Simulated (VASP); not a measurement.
Crystal: SnO2.

```
CELL_PARAMETERS angstrom
-2.00007 2.00007 5.12368
2.00007 -2.00007 5.12368
2.00007 2.00007 -5.12368
ATOMIC_POSITIONS crystal
Sn 0.75000 0.25000 0.50000
Sn 0.00000 0.00000 0.00000
O 0.79652 0.79652 0.00000
O 0.95348 0.45348 0.50000
O 0.20348 0.20348 0.00000
O 0.54652 0.04652 0.50000
```

```yaml
Program: VASP 6.6.1
Task: relaxation of cell and atoms
Functional: BLYP
Dispersion: D3(BJ)
Potentials_or_basis: VASP PAW PBE potentials, release 64 (Sn_d, O)
Cutoff: 600 eV
k_mesh: 6 × 6 × 6
Occupations: methfessel-paxton, width 0.02 eV
Spin: no spin polarisation
```

At the start: pressure 5.8 GPa; volume 13.66 Å³/atom.

Problem. How do energy, volume and symmetry change on relaxing?

Solution. Over 5 steps the energy falls by 8.3 meV/atom and the volume is 14.13 Å³/atom (+3.4 %); space group I4_1/amd (No. 141, to 0.1 Å) before and after.

Step by step:
```
step  energy change (eV)  largest force (eV/Å)  pressure (GPa)  volume (Å³)
   1              0.0000                0.2068            5.82        81.98
   2              0.0202                0.3568           -5.77        88.01
   3             -0.0487                0.0736            0.06        84.65
   4             -0.0487                0.0685            0.16        84.60
   5             -0.0496                0.0045            0.04        84.75
```

Final structure:
```
CELL_PARAMETERS angstrom
-2.02292 2.02292 5.17768
2.02292 -2.02292 5.17768
2.02292 2.02292 -5.17768
ATOMIC_POSITIONS crystal
Sn 0.75000 0.25000 0.50000
Sn 0.00000 0.00000 0.00000
O 0.79636 0.79636 0.00000
O 0.95364 0.45364 0.50000
O 0.20364 0.20364 0.00000
O 0.54636 0.04636 0.50000
```

Caveat: the PAW data sets were made with another functional, which shifts forces and pressure a little.
